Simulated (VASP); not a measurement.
## ScAl: vibrations by perturbation theory with PBEsol

The system is ScAl.

```
Sc Al
1.0
     3.37006    0.00000    0.00000
     0.00000    3.37006    0.00000
     0.00000    0.00000    3.37006
Sc Al
1 1
Cartesian
  1.6850 1.6850 1.6850
  0.0000 0.0000 0.0000
```

| Property | Result |
| --- | --- |
| Program | VASP 6.6.1 |
| Task | vibrations by perturbation theory |
| Functional | PBEsol |
| Potentials or basis | VASP PAW PBE potentials, release 64 (Sc_sv, Al) |
| Cutoff | 520 eV |
| k mesh | 12 × 12 × 12 |
| Occupations | fermi-dirac, width 0.15 eV |
| Spin | no spin polarisation |
| Dipole correction | no |
| Further INCAR settings | ALGO = Fast; EDIFF = 1e-08; NBANDS = 14; IBRION = 8; NSW = 1 |

* Highest phonon frequency at Γ: 281 cm⁻¹

Phonon frequencies in cm⁻¹ (negative: imaginary):
```
              q point        frequencies
(0.000, 0.000, 0.000)  0 0 0 281 281 281
```

It took 3.7 min on 1 thread of AMD EPYC 9R45 (Zen 5) (shared host), peak memory 0.34 GiB.

Caveat: the cell stands under pressure or tension, which shifts response properties.
